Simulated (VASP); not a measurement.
# SiWS2N (P4/mmm) in VASP: further runs, part 2 of 2

VASP 6.6.1. Earlier steps stand in the parts before.

**3. Single point, PBE**

This run uses another cell than the first one, of 14.75 Å³/atom.

INCAR

```
PREC = Accurate
ENCUT = 520
EDIFF = 1E-6
ISMEAR = 0
SIGMA = 0.1
LREAL = False
LASPH = True
NELM = 100
ALGO = Normal
ISIF = 2
LWAVE = False
LCHARG = False
GGA = PE
NBANDS = 26
```

KPOINTS

```
regular mesh
0
Gamma
  4 4 4
```

POSCAR

```
SiWS2N
1.0
    4.1933160100      0.0000000000      0.0000000000
    0.0000000000      4.1933160100      0.0000000000
    0.0000000000      0.0000000000      4.1933160100
Si W S N
1 1 2 1
Direct
    0.0000000000      0.0000000000      0.0000000000
    0.5000000000      0.5000000000      0.5000000000
    0.5000000000      0.0000000000      0.0000000000
    0.0000000000      0.5000000000      0.0000000000
    0.0000000000      0.0000000000      0.5000000000
```

Potentials or basis: VASP PAW PBE potentials, release 64 (Si, W_sv, S, N).

Command:

```bash
> cat potpaw_PBE.64/Si/POTCAR potpaw_PBE.64/W_sv/POTCAR potpaw_PBE.64/S/POTCAR potpaw_PBE.64/N/POTCAR > POTCAR
> mpirun -np 1 vasp_std > vasp.out
```

OUTCAR:

```text
PREC = Accurate
   ENCUT = 520
   EDIFF = 1E-6
   ISMEAR = 0
   LREAL = False
   LASPH = True
   NELM = 100
   ISIF = 2
   GGA = PE

 ion  position               nearest neighbor table
   1  0.000  0.000  0.000-   3 2.10   4 2.10   5 2.10   5 2.10   4 2.10   3 2.10
   2  0.500  0.500  0.500-   3 2.97   4 2.97   3 2.97   4 2.97   3 2.97   3 2.97   4 2.97   4 2.97

   3  0.500  0.000  0.000-   1 2.10   1 2.10   2 2.97   2 2.97   2 2.97   2 2.97
   4  0.000  0.500  0.000-   1 2.10   1 2.10   2 2.97   2 2.97   2 2.97   2 2.97
   5  0.000  0.000  0.500-   1 2.10   1 2.10

  LATTYP: Found a simple cubic cell.
 ALAT       =     4.1933160100

  Lattice vectors:

 A1 = (   4.1933160100,   0.0000000000,   0.0000000000)
 A2 = (   0.0000000000,   4.1933160100,   0.0000000000)
 A3 = (   0.0000000000,   0.0000000000,   4.1933160100)

Analysis of symmetry for initial positions (statically):
=====================================================================
 Subroutine PRICEL returns:
 Original cell was already a primitive cell.

 Routine SETGRP: Setting up the symmetry group for a
 simple cubic supercell.

 Subroutine GETGRP returns: Found 16 space group operations
 (whereof 16 operations were pure point group operations)
 out of a pool of 48 trial point group operations.

The static configuration has the point symmetry D_4h.

Analysis of symmetry for dynamics (positions and initial velocities):
=====================================================================
 Subroutine PRICEL returns:
 Original cell was already a primitive cell.

 Routine SETGRP: Setting up the symmetry group for a
 simple cubic supercell.

 Subroutine GETGRP returns: Found 16 space group operations
 (whereof 16 operations were pure point group operations)
 out of a pool of 48 trial point group operations.

The dynamic configuration has the point symmetry D_4h.

 Subroutine INISYM returns: Found 16 space group operations
 (whereof 16 operations are pure point group operations),
 and found     1 'primitive' translations

----------------------------------------------------------------------------------------

                                     Primitive cell

  volume of cell :      73.7348

  direct lattice vectors                    reciprocal lattice vectors
     4.193316010  0.000000000  0.000000000     0.238474753  0.000000000  0.000000000
     0.000000000  4.193316010  0.000000000     0.000000000  0.238474753  0.000000000
     0.000000000  0.000000000  4.193316010     0.000000000  0.000000000  0.238474753

  length of vectors
     4.193316010  4.193316010  4.193316010     0.238474753  0.238474753  0.238474753

  position of ions in fractional coordinates (direct lattice)
     0.000000000  0.000000000  0.000000000
     0.500000000  0.500000000  0.500000000
     0.500000000  0.000000000  0.000000000
     0.000000000  0.500000000  0.000000000
     0.000000000  0.000000000  0.500000000

  ion indices of the primitive-cell ions
   primitive index   ion index
                 1           1
                 2           2
                 3           3
                 4           4
                 5           5

----------------------------------------------------------------------------------------

 KPOINTS: regular mesh

[... 24 lines left out ...]
  0.000000  0.000000  0.000000      1.000000
  0.250000  0.000000  0.000000      4.000000
  0.000000  0.000000  0.250000      2.000000
  0.500000  0.000000  0.000000      2.000000
  0.000000  0.000000  0.500000      1.000000
  0.250000  0.250000  0.000000      4.000000
[... 10 lines left out ...]
  0.250000  0.500000  0.500000      4.000000
  0.500000  0.500000  0.500000      1.000000
   k-points           NKPTS =     18   k-points in BZ     NKDIM =     18   number of bands    NBANDS=     26
   number of dos      NEDOS =    301   number of ions     NIONS =      5
   total plane-waves  NPLWV =  32768
   dimension x,y,z NGX =    32 NGY =   32 NGZ =   32
   dimension x,y,z NGXF=    64 NGYF=   64 NGZF=   64
   ions per type =               1   1   2   1
   NGX,Y,Z   is equivalent  to a cutoff of  12.69, 12.69, 12.69 a.u.
   NGXF,Y,Z  is equivalent  to a cutoff of  25.37, 25.37, 25.37 a.u.
 SYSTEM =  unknown system
   PREC   = accura    normal or accurate (medium, high low for compatibility)
   ISTART =      0    job   : 0-new  1-cont  2-samecut
   ICHARG =      2    charge: 1-file 2-atom 10-const
   ISPIN  =      1    spin polarized calculation?
   LNONCOLLINEAR =      F non collinear calculations
   LSORBIT =      F    spin-orbit coupling
   LASPH  =      T    aspherical Exc in radial PAW
   ENCUT  =  520.0 eV  38.22 Ry    6.18 a.u.   7.80  7.80  7.80*2*pi/ulx,y,z
   NELM   =    100;   NELMIN=  2; NELMDL= -5     # of ELM steps
   EDIFF  = 0.1E-05   stopping-criterion for ELM
   LREAL  =      F    real-space projection
   EDIFFG = 0.1E-04   stopping-criterion for IOM
   NSW    =      0    number of steps for IOM
   IBRION =     -1    ionic relax: 0-MD 1-quasi-New 2-CG
   NFREE  =      0    steps in history (QN), initial steepest desc. (CG)
   ISIF   =      2    stress and relaxation
   ISYM   =      2    0-nonsym 1-usesym 2-fastsym
   POTIM  = 0.5000    time-step for ionic-motion
   TEBEG  =    0.0;   TEEND  =   0.0 temperature during run
   PSTRESS=    0.0 pullay stress
   NELECT =      35.0000    total number of electrons
   NUPDOWN=      -1.0000    fix difference up-down
   EMIN   =  10.00;   EMAX   =-10.00  energy-range for DOS
   EFERMI =   0.00;   METHOD = LEGACY
   ISMEAR =     0;   SIGMA  =   0.10  broadening in eV -4-tet -1-fermi 0-gaus
   EFERMI_NEDOS =   21; number of points for ismear=-14 and -15
   IALGO  =     38    algorithm
   IMIX   =      4    mixing-type and parameters
     AMIX     =   0.40;   BMIX     =  1.00
     AMIX_MAG =   1.60;   BMIX_MAG =  1.00
  volume/ion in A,a.u.               =      14.75        99.52
  Fermi-wavevector in a.u.,A,eV,Ry     =   1.277046  2.413267 22.189018  1.630847
  Thomas-Fermi vector in A             =   2.409668
   LORBIT       =      0    0 simple, 1 ext, 2 COOP (PROOUT), +10 PAW based schemes
   GGA     = PE    functional components
   LHFCALC =     F    Hartree Fock is set to
   AEXX    =    0.0000 exact exchange contribution
   IVDW    =     0    specifies the selected vdW correction
   LEPSILON=     F    determine dielectric tensor
   LRPA    =     F    only Hartree local field effects (RPA)
 non-spin polarized calculation
 Gauss-broadening in eV      SIGMA  =   0.10
  energy-cutoff  :      520.00
  volume of cell :       73.73
 maximum number of plane-waves:      2008
 NGX is ok and might be reduce to    32
   NGX = 15   NGY = 15   NGZ = 15

 number of electron      35.0000007 magnetization

 Free energy of the ion-electron system (eV)
  ---------------------------------------------------
  ext. energy  EPLUGINS =         0.00000000
  ---------------------------------------------------
  free energy    TOTEN  =       -28.56831263 eV

  energy without entropy =      -28.55075713  energy(sigma->0) =      -28.55953488

 E-fermi :   8.2216     XC(G=0): -11.4155

 val. band max:        8.1480878571   @ k =   0.0000   0.0000   0.5000
 cond. band min:       8.2515992038   @ k =   0.2500   0.2500   0.5000
 fundamental gap:      0.1035113467
 Fermi energy:         8.2216370125

 k-point     1 :       0.0000    0.0000    0.0000
  band No.  band energies     occupation
      1     -66.8568      2.00000
      2     -30.9342      2.00000
      3     -30.9335      2.00000
      4     -30.9335      2.00000
      5      -9.1012      2.00000
      6      -4.6507      2.00000
[... 511 lines left out ...]
     25      11.6758      0.00000
     26      17.5843      0.00000

------------------------ aborting loop because EDIFF is reached ----------------------------------------

  FORCE on cell =-STRESS in cart. coord.  units (eV):
  Direction    XX          YY          ZZ          XY          YZ          ZX
  --------------------------------------------------------------------------------------
  -------------------------------------------------------------------------------------
  Total        3.7775408      3.7775408    -15.4739572      0.0000000      0.0000000      0.0000000
  in kB       82.0818182     82.0818182   -336.2321192      0.0000000      0.0000000      0.0000000
  external PRESSURE =     -57.3561609 kB  Pullay stress =       0.0000000 kB

 VOLUME and BASIS-vectors are now :
 -----------------------------------------------------------------------------
  energy-cutoff  :      520.00
  volume of cell :       73.73
      direct lattice vectors                 reciprocal lattice vectors
     4.193316010  0.000000000  0.000000000     0.238474753  0.000000000  0.000000000
     0.000000000  4.193316010  0.000000000     0.000000000  0.238474753  0.000000000
     0.000000000  0.000000000  4.193316010     0.000000000  0.000000000  0.238474753

 POSITION                                       TOTAL-FORCE (eV/Angst)
 -----------------------------------------------------------------------------------
      0.00000      0.00000      0.00000         0.000000      0.000000      0.000000
      2.09666      2.09666      2.09666         0.000000      0.000000      0.000000
      2.09666      0.00000      0.00000         0.000000      0.000000      0.000000
      0.00000      2.09666      0.00000         0.000000      0.000000      0.000000
      0.00000      0.00000      2.09666         0.000000      0.000000      0.000000
 -----------------------------------------------------------------------------------
    total drift:                                0.000000      0.000000     -0.000000

  FREE ENERGIE OF THE ION-ELECTRON SYSTEM (eV)
  ---------------------------------------------------
  free  energy   TOTEN  =       -28.5683126333 eV

  energy  without entropy=      -28.5507571256  energy(sigma->0) =      -28.55953488
```

OSZICAR:

```text
N       E                     dE             d eps       ncg     rms          rms(c)
DAV:   1     0.258059873670E+03    0.25806E+03   -0.18056E+04  1016   0.127E+03
DAV:   2    -0.162770805799E+02   -0.27434E+03   -0.26178E+03  1088   0.334E+02
DAV:   3    -0.343036583540E+02   -0.18027E+02   -0.17607E+02  1186   0.796E+01
DAV:   4    -0.347090822454E+02   -0.40542E+00   -0.40303E+00  1104   0.121E+01
DAV:   5    -0.347163797481E+02   -0.72975E-02   -0.72862E-02  1200   0.170E+00    0.206E+01
DAV:   6    -0.362591146750E+02   -0.15427E+01   -0.53706E+01  1084   0.339E+01    0.227E+01
DAV:   7    -0.290407765447E+02    0.72183E+01   -0.37958E+01  1050   0.248E+01    0.861E+00
DAV:   8    -0.285905576588E+02    0.45022E+00   -0.25152E+00   986   0.756E+00    0.386E+00
DAV:   9    -0.285980896661E+02   -0.75320E-02   -0.14244E-01  1298   0.191E+00    0.163E+00
DAV:  10    -0.285693575718E+02    0.28732E-01   -0.61406E-02  1176   0.122E+00    0.504E-01
DAV:  11    -0.285682843047E+02    0.10733E-02   -0.67966E-03  1038   0.471E-01    0.309E-01
DAV:  12    -0.285683334722E+02   -0.49167E-04   -0.59208E-04  1102   0.133E-01    0.146E-01
DAV:  13    -0.285683510934E+02   -0.17621E-04   -0.25451E-04  1092   0.772E-02    0.592E-02
DAV:  14    -0.285683133751E+02    0.37718E-04   -0.56386E-05  1090   0.432E-02    0.131E-02
DAV:  15    -0.285683126333E+02    0.74178E-06   -0.51050E-06  1064   0.122E-02
   1 F= -.28568313E+02 E0= -.28559535E+02  d E =-.175555E-01
```

Run time: 12 s. Hardware: 1 thread of Intel Xeon 6975P-C (Granite Rapids), shared host; peak memory 0.2 GiB.

What came out:

| Item | Value |
| --- | --- |
| Free energy | -28.5683 eV |
| Pressure | -5.7 GPa |
| Band gap on the k mesh | zero (an odd number of electrons rules out a gap without spin polarisation) |

Stress tensor (GPa, compression positive):
```
  8.21   0.00   0.00
  0.00   8.21   0.00
  0.00   0.00 -33.62
```

Caveat: the k points lie up to 0.37 Å⁻¹ apart, too coarse for converged energies and pressures of a metal; spin-orbit coupling is left out, which moves the levels of the heavy elements.

The gap in the log of VASP goes by the Fermi energy; the results here count the filled bands.